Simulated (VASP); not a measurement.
BeTe, 2 atoms in the cell. It takes space group F-43m (No. 216, cubic). Conventional cell: a = 5.569 Å, b = 5.569 Å, c = 5.569 Å, α = 90.00°, β = 90.00°, γ = 90.00°. Be (site symmetry -43m) has 4 Te at 2.41 Å within 3.2 Å. Within 3.2 Å of Te (site symmetry -43m) lie 4 Be at 2.41 Å.  This cell differs from its parent crystal: strain -1.6%.

* Program: VASP 6.6.1
* Task: single point
* Functional: PBE
* Potentials or basis: VASP PAW PBE potentials, release 64 (Be, Te)
* Cutoff: 520 eV
* k mesh: 8 × 8 × 8
* Occupations: fermi-dirac, width 0.02 eV
* Spin: no spin polarisation
* Dipole correction: no
* Further INCAR settings: ALGO = Normal; EDIFF = 1e-07; NBANDS = 11

Potentials or basis: VASP PAW PBE potentials, release 64 (Be, Te).

The run is started by

```bash
$ cat potpaw_PBE.64/Be/POTCAR potpaw_PBE.64/Te/POTCAR > POTCAR
$ mpirun -np 1 vasp_std > vasp.out
```

Hardware: 1 thread of Intel(R) Xeon(R) 6975P-C (Granite Rapids), on a shared host.

**Question.** How long does it take, and how much memory?

**Answer.** Run time: 8.7 s on 1 thread of Intel(R) Xeon(R) 6975P-C (Granite Rapids), on a shared host, peak memory 0.17 GiB. Counts: scf iterations 15, k points 29.
